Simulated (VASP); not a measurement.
# CuI (F-43m) in VASP: notebook

Runs on CuI. Level: PBEsol. Tasks: single point, relaxation of cell and atoms.

Program: VASP 6.6.1. These are calculated values, not measurements. Logs are shortened: lines on timing, memory, paths and dates and some standing lists are left out, and cuts for length are marked.

## (1) The cell of the first run

It takes space group F-43m (No. 216, cubic). The conventional cell has a = 5.939 Å, b = 5.939 Å, c = 5.939 Å, α = 90.00°, β = 90.00°, γ = 90.00°. Within 3.4 Å of Cu (site symmetry -43m) lie 4 I at 2.57 Å. I (site symmetry -43m) has 4 Cu at 2.57 Å within 3.4 Å.

## (2) Single point, PBEsol

File INCAR:

```
ALGO     = Normal         # electronic algorithm
EDIFF    = 1E-7           # SCF threshold, eV
ENCUT    = 520            # plane-wave cutoff, eV
GGA      = PS             # functional
ISIF     = 2              # what is computed and relaxed
ISMEAR   = 0              # smearing method
LASPH    = True           # aspherical terms in the spheres
LCHARG   = False          # write CHGCAR
LREAL    = False          # projectors in reciprocal space
LWAVE    = False          # write WAVECAR
NBANDS   = 16             # bands
NELM     = 60             # most SCF steps
PREC     = Accurate       # precision mode
SIGMA    = 0.02           # smearing width, eV
```

File KPOINTS:

```
k-points
0
Gamma
  8 8 8
```

File POSCAR:

```
CuI
1.0
    0.0000000000     -2.9695839626     -2.9695839626
   -2.9695839626     -2.9695839626      0.0000000000
   -2.9695839626      0.0000000000     -2.9695839626
Cu I
1 1
Direct
    0.0000000000      0.0000000000      0.0000000000
    0.7500000000      0.7500000000      0.7500000000
```

Potentials or basis: VASP PAW PBE potentials, release 64 (Cu, I).

Command:

```bash
> cat potpaw_PBE.64/Cu/POTCAR potpaw_PBE.64/I/POTCAR > POTCAR
> mpirun -np 1 vasp_std > vasp.out
```

OUTCAR:

```text
EDIFF = 1E-7
   ENCUT = 520
   GGA = PS
   ISIF = 2
   ISMEAR = 0
   LASPH = True
   LREAL = False
   NELM = 60
   PREC = Accurate

 ion  position               nearest neighbor table
   1  0.000  0.000  0.000-   2 2.57   2 2.57   2 2.57   2 2.57
   2  0.750  0.750  0.750-   1 2.57   1 2.57   1 2.57   1 2.57

  LATTYP: Found a face centered cubic cell.
 ALAT       =     5.9391679252

  Lattice vectors:

 A1 = (   0.0000000000,  -2.9695839626,  -2.9695839626)
 A2 = (  -2.9695839626,  -2.9695839626,   0.0000000000)
 A3 = (  -2.9695839626,   0.0000000000,  -2.9695839626)

Analysis of symmetry for initial positions (statically):
=====================================================================
 Subroutine PRICEL returns:
 Original cell was already a primitive cell.

 Routine SETGRP: Setting up the symmetry group for a
 face centered cubic supercell.

 Subroutine GETGRP returns: Found 24 space group operations
 (whereof 24 operations were pure point group operations)
 out of a pool of 48 trial point group operations.

The static configuration has the point symmetry T_d .

Analysis of symmetry for dynamics (positions and initial velocities):
=====================================================================
 Subroutine PRICEL returns:
 Original cell was already a primitive cell.

 Routine SETGRP: Setting up the symmetry group for a
 face centered cubic supercell.

 Subroutine GETGRP returns: Found 24 space group operations
 (whereof 24 operations were pure point group operations)
 out of a pool of 48 trial point group operations.

The dynamic configuration has the point symmetry T_d .

 Subroutine INISYM returns: Found 24 space group operations
 (whereof 24 operations are pure point group operations),
 and found     1 'primitive' translations

----------------------------------------------------------------------------------------

                                     Primitive cell

  volume of cell :      52.3741

  direct lattice vectors                    reciprocal lattice vectors
     0.000000000 -2.969583963 -2.969583963     0.168373754 -0.168373754 -0.168373754
    -2.969583963 -2.969583963  0.000000000    -0.168373754 -0.168373754  0.168373754
    -2.969583963  0.000000000 -2.969583963    -0.168373754  0.168373754 -0.168373754

  length of vectors
     4.199625915  4.199625915  4.199625915     0.291631897  0.291631897  0.291631897

  position of ions in fractional coordinates (direct lattice)
     0.000000000  0.000000000  0.000000000
     0.750000000  0.750000000  0.750000000

  ion indices of the primitive-cell ions
   primitive index   ion index
                 1           1
                 2           2

----------------------------------------------------------------------------------------

 KPOINTS: k-points

Automatic generation of k-mesh.
 Grid dimensions read from file:
 generate k-points for:    8    8    8

 Generating k-lattice:

  Cartesian coordinates                     Fractional coordinates (reciprocal lattice)
     0.021046719 -0.021046719 -0.021046719     0.125000000  0.000000000  0.000000000
    -0.021046719 -0.021046719  0.021046719     0.000000000  0.125000000  0.000000000
    -0.021046719  0.021046719 -0.021046719     0.000000000  0.000000000  0.125000000

  Length of vectors
     0.036453987  0.036453987  0.036453987

  Shift w.r.t. Gamma in fractional coordinates (k-lattice)
     0.000000000  0.000000000  0.000000000

 Subroutine IBZKPT returns following result:
 ===========================================

 Found     29 irreducible k-points:

 Following reciprocal coordinates:
            Coordinates               Weight
  0.000000  0.000000  0.000000      1.000000
  0.125000  0.000000  0.000000      8.000000
  0.250000  0.000000  0.000000      8.000000
  0.375000  0.000000  0.000000      8.000000
  0.500000  0.000000  0.000000      4.000000
  0.125000  0.125000  0.000000      6.000000
[... 16 lines left out ...]
  0.500000  0.250000  0.125000     48.000000
 -0.375000  0.250000  0.125000     24.000000
 [... further k-points ...]
   k-points           NKPTS =     29   k-points in BZ     NKDIM =     29   number of bands    NBANDS=     16
   number of dos      NEDOS =    301   number of ions     NIONS =      2
   total plane-waves  NPLWV =  32768
   dimension x,y,z NGX =    32 NGY =   32 NGZ =   32
   dimension x,y,z NGXF=    64 NGYF=   64 NGZF=   64
   ions per type =               1   1
   NGX,Y,Z   is equivalent  to a cutoff of  12.67, 12.67, 12.67 a.u.
   NGXF,Y,Z  is equivalent  to a cutoff of  25.33, 25.33, 25.33 a.u.
 SYSTEM =  unknown system
   PREC   = accura    normal or accurate (medium, high low for compatibility)
   ISTART =      0    job   : 0-new  1-cont  2-samecut
   ICHARG =      2    charge: 1-file 2-atom 10-const
   ISPIN  =      1    spin polarized calculation?
   LNONCOLLINEAR =      F non collinear calculations
   LSORBIT =      F    spin-orbit coupling
   LASPH  =      T    aspherical Exc in radial PAW
   ENCUT  =  520.0 eV  38.22 Ry    6.18 a.u.   7.81  7.81  7.81*2*pi/ulx,y,z
   NELM   =     60;   NELMIN=  2; NELMDL= -5     # of ELM steps
   EDIFF  = 0.1E-06   stopping-criterion for ELM
   LREAL  =      F    real-space projection
   EDIFFG = 0.1E-05   stopping-criterion for IOM
   NSW    =      0    number of steps for IOM
   IBRION =     -1    ionic relax: 0-MD 1-quasi-New 2-CG
   NFREE  =      0    steps in history (QN), initial steepest desc. (CG)
   ISIF   =      2    stress and relaxation
   ISYM   =      2    0-nonsym 1-usesym 2-fastsym
   POTIM  = 0.5000    time-step for ionic-motion
   TEBEG  =    0.0;   TEEND  =   0.0 temperature during run
   PSTRESS=    0.0 pullay stress
   NELECT =      18.0000    total number of electrons
   NUPDOWN=      -1.0000    fix difference up-down
   EMIN   =  10.00;   EMAX   =-10.00  energy-range for DOS
   EFERMI =   0.00;   METHOD = LEGACY
   ISMEAR =     0;   SIGMA  =   0.02  broadening in eV -4-tet -1-fermi 0-gaus
   EFERMI_NEDOS =   21; number of points for ismear=-14 and -15
   IALGO  =     38    algorithm
   IMIX   =      4    mixing-type and parameters
     AMIX     =   0.40;   BMIX     =  1.00
     AMIX_MAG =   1.60;   BMIX_MAG =  1.00
  volume/ion in A,a.u.               =      26.19       176.72
  Fermi-wavevector in a.u.,A,eV,Ry     =   1.146727  2.167000 17.891429  1.314983
  Thomas-Fermi vector in A             =   2.283410
   LORBIT       =      0    0 simple, 1 ext, 2 COOP (PROOUT), +10 PAW based schemes
   GGA     = PS    functional components
   LHFCALC =     F    Hartree Fock is set to
   AEXX    =    0.0000 exact exchange contribution
   IVDW    =     0    specifies the selected vdW correction
   LEPSILON=     F    determine dielectric tensor
   LRPA    =     F    only Hartree local field effects (RPA)
 non-spin polarized calculation
 Gauss-broadening in eV      SIGMA  =   0.02
  energy-cutoff  :      520.00
  volume of cell :       52.37
 maximum number of plane-waves:      1424
   NGX = 15   NGY = 15   NGZ = 15

 number of electron      17.9999993 magnetization

 Free energy of the ion-electron system (eV)
  ---------------------------------------------------
  ext. energy  EPLUGINS =         0.00000000
  ---------------------------------------------------
  free energy    TOTEN  =        -6.32060708 eV

  energy without entropy =       -6.32060708  energy(sigma->0) =       -6.32060708

 E-fermi :   5.0757     XC(G=0):  -9.4274

 val. band max:        4.9731582708   @ k =   0.0000   0.0000   0.0000
 cond. band min:       6.1696550804   @ k =   0.0000   0.0000   0.0000
 fundamental gap:      1.1964968096
 Fermi energy:         5.0756996703

 k-point     1 :       0.0000    0.0000    0.0000
  band No.  band energies     occupation
      1      -9.3959      2.00000
      2       1.0347      2.00000
      3       1.0347      2.00000
      4       1.0347      2.00000
      5       2.8286      2.00000
      6       2.8286      2.00000
[... 8 lines left out ...]
     15      14.6619      0.00000
     16      14.6619      0.00000

 k-point     2 :       0.1250    0.0000    0.0000
  band No.  band energies     occupation
      1      -9.3118      2.00000
      2       0.7326      2.00000
      3       1.0433      2.00000
      4       1.0433      2.00000
      5       2.8213      2.00000
      6       2.8213      2.00000
[... 8 lines left out ...]
     15      13.9052      0.00000
     16      13.9052      0.00000

 k-point     3 :       0.2500    0.0000    0.0000
  band No.  band energies     occupation
      1      -9.0946      2.00000
      2      -0.0017      2.00000
      3       1.0604      2.00000
      4       1.0604      2.00000
      5       2.8172      2.00000
      6       2.8172      2.00000
[... 8 lines left out ...]
     15      13.6946      0.00000
     16      13.7637      0.00000

 k-point     4 :       0.3750    0.0000    0.0000
  band No.  band energies     occupation
      1      -8.8531      2.00000
      2      -0.7297      2.00000
      3       1.0715      2.00000
      4       1.0715      2.00000
      5       2.8391      2.00000
      6       2.8391      2.00000
[... 8 lines left out ...]
     15      14.6803      0.00000
     16      14.6803      0.00000
[... 324 lines left out ...]
 k-point    22 :       0.3750    0.2500    0.1250
  band No.  band energies     occupation
      1      -8.9251      2.00000
      2      -0.2102      2.00000
      3       0.8215      2.00000
      4       1.0524      2.00000
      5       2.7476      2.00000
      6       2.8692      2.00000
[... 8 lines left out ...]
     15      15.3734      0.00000
     16      16.3899      0.00000

 k-point    23 :       0.5000    0.2500    0.1250
  band No.  band energies     occupation
      1      -8.7235      2.00000
      2      -0.5779      2.00000
      3       0.5816      2.00000
      4       1.0436      2.00000
      5       2.7740      2.00000
      6       2.8442      2.00000
[... 8 lines left out ...]
     15      15.7155      0.00000
     16      16.5217      0.00000

 k-point    24 :      -0.3750    0.2500    0.1250
  band No.  band energies     occupation
      1      -8.6342      2.00000
      2      -0.7380      2.00000
      3       0.4760      2.00000
      4       1.0322      2.00000
      5       2.7535      2.00000
      6       2.8394      2.00000
[... 8 lines left out ...]
     15      15.7496      0.00000
     16      16.4316      0.00000

 [... further k-points ...]

------------------------ aborting loop because EDIFF is reached ----------------------------------------

  FORCE on cell =-STRESS in cart. coord.  units (eV):
  Direction    XX          YY          ZZ          XY          YZ          ZX
  --------------------------------------------------------------------------------------
  -------------------------------------------------------------------------------------
  Total        0.0340310      0.0340310      0.0340310     -0.0000000      0.0000000     -0.0000000
  in kB        1.0410420      1.0410420      1.0410420     -0.0000000      0.0000000     -0.0000000
  external PRESSURE =       1.0410420 kB  Pullay stress =       0.0000000 kB

 VOLUME and BASIS-vectors are now :
 -----------------------------------------------------------------------------
  energy-cutoff  :      520.00
  volume of cell :       52.37
      direct lattice vectors                 reciprocal lattice vectors
     0.000000000 -2.969583963 -2.969583963     0.168373754 -0.168373754 -0.168373754
    -2.969583963 -2.969583963  0.000000000    -0.168373754 -0.168373754  0.168373754
    -2.969583963  0.000000000 -2.969583963    -0.168373754  0.168373754 -0.168373754

 POSITION                                       TOTAL-FORCE (eV/Angst)
 -----------------------------------------------------------------------------------
      0.00000      0.00000      0.00000         0.000000      0.000000      0.000000
     -4.45438     -4.45438     -4.45438        -0.000000     -0.000000     -0.000000
 -----------------------------------------------------------------------------------
    total drift:                               -0.000000     -0.000000     -0.000000

  FREE ENERGIE OF THE ION-ELECTRON SYSTEM (eV)
  ---------------------------------------------------
  free  energy   TOTEN  =        -6.3206070811 eV

  energy  without entropy=       -6.3206070811  energy(sigma->0) =       -6.32060708
```

Wall time 18 s (1 thread of AMD EPYC 9R45 (Zen 5), shared host); peak memory 0.16 GiB.

What came out:

| Quantity | Value |
| --- | --- |
| Free energy | -6.3206 eV |
| Pressure | 0.1 GPa |
| Band gap on the k mesh | 1.20 eV, direct |

Levels at points of the mesh, in eV from the valence-band top:
```
           k point  band 7  band 8  band 9  band 10  band 11  band 12
(0.00, 0.00, 0.00)    0.00    0.00    0.00     1.20     4.76     4.76
(0.50, 0.00, 0.00)   -2.07   -0.82   -0.82     2.13     5.31     5.31
(0.50, 0.50, 0.00)   -2.05   -1.74   -1.74     2.48     2.80     9.52
```

Caveat: the PAW data sets were made with another functional, which shifts forces and pressure a little; spin-orbit coupling is left out, which moves the levels of the heavy elements. A hybrid or GW would open this gap; PBEsol tends to underestimate it.

## (3) Single point, PBEsol, collinear spin, ferromagnetic start

This run uses another cell than the first one, of 27.86 Å³/atom, 1.064 times its volume.

File INCAR:

```
  PREC = Accurate
  ENCUT = 520
  EDIFF = 1E-7
  ISMEAR = 0
  SIGMA = 0.1
  LREAL = F
  LASPH = T
  NELM = 150
  ALGO = Normal
  ISIF = 2
  LWAVE = F
  LCHARG = F
  ISPIN = 2
  MAGMOM = 1 0
  LORBIT = 11
  LMAXMIX = 4
  GGA = PS
  NBANDS = 20
```

File KPOINTS:

```
Automatic mesh
0
Gamma
  6 6 6
```

File POSCAR:

```
CuI
1.0
    0.0000000000     -3.0315000000     -3.0315000000
   -3.0315000000     -3.0315000000      0.0000000000
   -3.0315000000      0.0000000000     -3.0315000000
Cu I
1 1
Direct
    0.0000000000      0.0000000000      0.0000000000
    0.7500000000      0.7500000000      0.7500000000
```

Potentials or basis: VASP PAW PBE potentials, release 64 (Cu, I).

Command:

```bash
> cat potpaw_PBE.64/Cu/POTCAR potpaw_PBE.64/I/POTCAR > POTCAR
> mpirun -np 1 vasp_std > vasp.out
```

OUTCAR:

```text
PREC = Accurate
   ENCUT = 520
   EDIFF = 1E-7
   ISMEAR = 0
   LREAL = F
   LASPH = T
   NELM = 150
   ISIF = 2
   ISPIN = 2
   LORBIT = 11
   GGA = PS

 ion  position               nearest neighbor table
   1  0.000  0.000  0.000-   2 2.63   2 2.63   2 2.63   2 2.63
   2  0.750  0.750  0.750-   1 2.63   1 2.63   1 2.63   1 2.63

  LATTYP: Found a face centered cubic cell.
 ALAT       =     6.0630000000

  Lattice vectors:

 A1 = (   0.0000000000,  -3.0315000000,  -3.0315000000)
 A2 = (  -3.0315000000,  -3.0315000000,   0.0000000000)
 A3 = (  -3.0315000000,   0.0000000000,  -3.0315000000)

Analysis of symmetry for initial positions (statically):
=====================================================================
 Subroutine PRICEL returns:
 Original cell was already a primitive cell.

 Routine SETGRP: Setting up the symmetry group for a
 face centered cubic supercell.

 Subroutine GETGRP returns: Found 24 space group operations
[... 555 lines left out ...]
      2       0.6400      1.00000
      3       0.6400      1.00000
      4       0.6400      1.00000
      5       2.4116      1.00000
      6       2.4116      1.00000
[... 357 lines left out ...]
     19      20.1616      0.00000
     20      20.4438      0.00000

------------------------ aborting loop because EDIFF is reached ----------------------------------------

  FORCE on cell =-STRESS in cart. coord.  units (eV):
  Direction    XX          YY          ZZ          XY          YZ          ZX
  --------------------------------------------------------------------------------------
  -------------------------------------------------------------------------------------
  Total       -0.8699927     -0.8699927     -0.8699927     -0.0000000     -0.0000000     -0.0000000
  in kB      -25.0163218    -25.0163218    -25.0163218     -0.0000000     -0.0000000     -0.0000000
  external PRESSURE =     -25.0163218 kB  Pullay stress =       0.0000000 kB

 VOLUME and BASIS-vectors are now :
 -----------------------------------------------------------------------------
  energy-cutoff  :      520.00
  volume of cell :       55.72
      direct lattice vectors                 reciprocal lattice vectors
     0.000000000 -3.031500000 -3.031500000     0.164934851 -0.164934851 -0.164934851
    -3.031500000 -3.031500000  0.000000000    -0.164934851 -0.164934851  0.164934851
    -3.031500000  0.000000000 -3.031500000    -0.164934851  0.164934851 -0.164934851

 POSITION                                       TOTAL-FORCE (eV/Angst)
 -----------------------------------------------------------------------------------
      0.00000      0.00000      0.00000         0.000000      0.000000      0.000000
     -4.54725     -4.54725     -4.54725        -0.000000     -0.000000     -0.000000
 -----------------------------------------------------------------------------------
    total drift:                               -0.000000     -0.000000     -0.000000

  FREE ENERGIE OF THE ION-ELECTRON SYSTEM (eV)
  ---------------------------------------------------
  free  energy   TOTEN  =        -6.2919784636 eV

  energy  without entropy=       -6.2919784636  energy(sigma->0) =       -6.29197846

 total charge

# of ion       s       p       d       tot
------------------------------------------
    1        0.330   0.263   9.328   9.921
    2        1.491   2.742   0.054   4.286
--------------------------------------------------
tot          1.821   3.005   9.381  14.207

 magnetization (x)

# of ion       s       p       d       tot
------------------------------------------
    1        0.000   0.000  -0.000  -0.000
    2       -0.000  -0.000   0.000  -0.000
--------------------------------------------------
tot          0.000  -0.000  -0.000  -0.000
```

Wall time 21 s (1 thread of AMD EPYC 9R45 (Zen 5), shared host); peak memory 0.18 GiB.

Results:

| Quantity | Value |
| --- | --- |
| Free energy | -6.2920 eV |
| Pressure | -2.5 GPa |
| Band gap on the k mesh | 1.03 eV, direct |
| Net moment | 0.00 μB per cell |
| Valence electrons inside the program's atomic spheres | Cu 9.92; I 4.29 |

Levels at points of the mesh, in eV from the valence-band top:
Spin up:
| k point | band 5 | band 6 | band 7 | band 8 | band 9 | band 10 | band 11 | band 12 | band 13 | band 14 |
| --- | --- | --- | --- | --- | --- | --- | --- | --- | --- | --- |
| (0.00, 0.00, 0.00) | -1.87 | -1.87 | 0.00 | 0.00 | 0.00 | 1.03 | 4.83 | 4.83 | 4.83 | 8.04 |
| (0.50, 0.00, 0.00) | -1.85 | -1.85 | -1.80 | -0.72 | -0.72 | 2.08 | 5.36 | 5.36 | 7.25 | 9.00 |
| (0.50, 0.50, 0.00) | -1.90 | -1.82 | -1.79 | -1.51 | -1.51 | 2.60 | 2.85 | 9.07 | 9.71 | 9.71 |
Spin down:
| k point | band 6 | band 7 | band 8 | band 9 | band 10 | band 11 | band 12 | band 13 |
| --- | --- | --- | --- | --- | --- | --- | --- | --- |
| (0.00, 0.00, 0.00) | -1.87 | 0.00 | 0.00 | 0.00 | 1.03 | 4.83 | 4.83 | 4.83 |
| (0.50, 0.00, 0.00) | -1.85 | -1.80 | -0.72 | -0.72 | 2.08 | 5.36 | 5.36 | 7.25 |
| (0.50, 0.50, 0.00) | -1.82 | -1.79 | -1.52 | -1.52 | 2.60 | 2.85 | 9.07 | 9.71 |

Caveat: the PAW data sets were made with another functional, which shifts forces and pressure a little; spin-orbit coupling is left out, which moves the levels of the heavy elements. As with any semilocal functional, this PBEsol gap is likely too small.

(Continued in part 2 of 2.)
